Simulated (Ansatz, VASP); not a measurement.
# Al in VASP and in Ansatz

Contents of INCAR:

```
SYSTEM = Al
PREC = Accurate
ENCUT = 520
EDIFF = 1E-6
ISMEAR = 0
SIGMA = 0.05
LREAL = .FALSE.
LASPH = .TRUE.
NELM = 60
ALGO = Fast
ISIF = 2
LWAVE = .FALSE.
LCHARG = .TRUE.
GGA = PE
LELF = .TRUE.
LVHAR = .TRUE.
NBANDS = 8
```

File KPOINTS:

```
Automatic mesh
0
G
  18 18 18
  0 0 0
```

POSCAR

```
Al
1.0
    0.0000000000      2.0248050000      2.0248050000
    2.0248050000      0.0000000000      2.0248050000
    2.0248050000      2.0248050000      0.0000000000
Al
1
Direct
    0.0000000000      0.0000000000      0.0000000000
```

Input for Ansatz:

```yaml
crystal:
  lattice:
    - [0.0, 2.024805, 2.024805]
    - [2.024805, 0.0, 2.024805]
    - [2.024805, 2.024805, 0.0]
  atoms:
    - { symbol: Al, position: [0.0, 0.0, 0.0] }
basis:
  ecutwfc: 420
  ecutrho_ratio: 4
kpoints:
  mp_grid: { grid: [18, 18, 18] }
hamiltonian:
  xc: pbe
scf:
  occupations: { method: gaussian, width: 0.05 }
output:
  forces: true
  stress: true
  eigenvalues: true
```

Alike in both runs: task single point; functional PBE; k mesh 18 × 18 × 18; occupations gaussian, width 0.05 eV; no spin polarisation.

|  | VASP | Ansatz |
| --- | --- | --- |
| version | VASP 6.6.1 | Ansatz 0.2.0 |
| potentials or method | VASP PAW PBE potentials, release 64 (Al), cutoff 520 eV | scalar-relativistic, plane waves, PAW |
| valence electrons in the cell | 3 | 3 |

|  | VASP | Ansatz | Ansatz less VASP |
| --- | --- | --- | --- |
| gap on the k mesh at the Fermi level (eV) | none | none | - |
| pressure (GPa) | -0.4 | -0.4 | +0.04 |

A gap of «none» marks a metal or a gap that the smearing closes. With one functional, cell and mesh, what is left measures potentials, basis and numerics.
